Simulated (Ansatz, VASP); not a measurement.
**ScSi4O: VASP beside Ansatz**

INCAR

```
PREC = Accurate
ENCUT = 520
EDIFF = 1E-6
ISMEAR = 0
SIGMA = 0.1
LREAL = False
LASPH = True
NELM = 150
ALGO = Normal
ISIF = 2
LWAVE = False
LCHARG = False
ISPIN = 2
MAGMOM = 0 0 0 0 0 1
LORBIT = 11
LMAXMIX = 4
GGA = PE
NBANDS = 30
```

KPOINTS

```
Automatic mesh
0
Gamma
  4 4 4
```

POSCAR

```
ScSi4O
1.0
    0.0000000000      3.5065871068      3.5065871068
    3.5065871068      0.0000000000      3.5065871068
    3.5065871068      3.5065871068      0.0000000000
Sc Si O
1 4 1
Direct
    0.7500000000      0.7500000000      0.7500000000
    0.8796823672      0.3734392109      0.3734392109
    0.3734392109      0.3734392109      0.3734392109
    0.3734392109      0.8796823672      0.3734392109
    0.3734392109      0.3734392109      0.8796823672
    0.0000000000      0.0000000000      0.0000000000
```

Input for Ansatz:

```yaml
crystal:
  lattice:
    - [0.0, 3.5065871068, 3.5065871068]
    - [3.5065871068, 0.0, 3.5065871068]
    - [3.5065871068, 3.5065871068, 0.0]
  atoms:
    - { symbol: Sc, position: [0.75, 0.75, 0.75] }
    - { symbol: Si, position: [0.8796823672, 0.3734392109, 0.3734392109] }
    - { symbol: Si, position: [0.3734392109, 0.3734392109, 0.3734392109] }
    - { symbol: Si, position: [0.3734392109, 0.8796823672, 0.3734392109] }
    - { symbol: Si, position: [0.3734392109, 0.3734392109, 0.8796823672] }
    - { symbol: O, position: [0.0, 0.0, 0.0], spin: 1.0 }
basis:
  ecutwfc: 420
kpoints:
  mp_grid: { grid: [4, 4, 4] }
hamiltonian:
  xc: pbe
scf:
  occupations: { method: gaussian, width: 0.1 }
  lower_state_search: "off"
output:
  forces: true
  stress: true
  eigenvalues: true
  populations: true
magnetization:
  spin_polarized: true
```

Change from the starting cell: species swapped into the LaPrAl4 type (F-43m, No. 216).

Alike in both runs: task single point; functional PBE; k mesh 4 × 4 × 4; occupations gaussian, width 0.1 eV; collinear spin.

|  | VASP | Ansatz |
| --- | --- | --- |
| version | VASP 6.6.1 | Ansatz 0.2.0 |
| potentials or method | VASP PAW PBE potentials, release 64 (Sc_sv, Si, O), cutoff 520 eV | scalar-relativistic, plane waves, PAW |
| valence electrons in the cell | 33 | 33 |

```tsv
	VASP	Ansatz	Ansatz less VASP
gap on the k mesh at the Fermi level (eV)	none	none	-
pressure (GPa)	-0.1	-0.1	+0.03
net moment per atom (μB)	0.00	0.00	0.000
```

A gap of «none» marks a metal or a gap that the smearing closes. Ansatz's warnings: seeded moment not kept.

The k mesh is coarse, so the values compare programs but aren't converged.
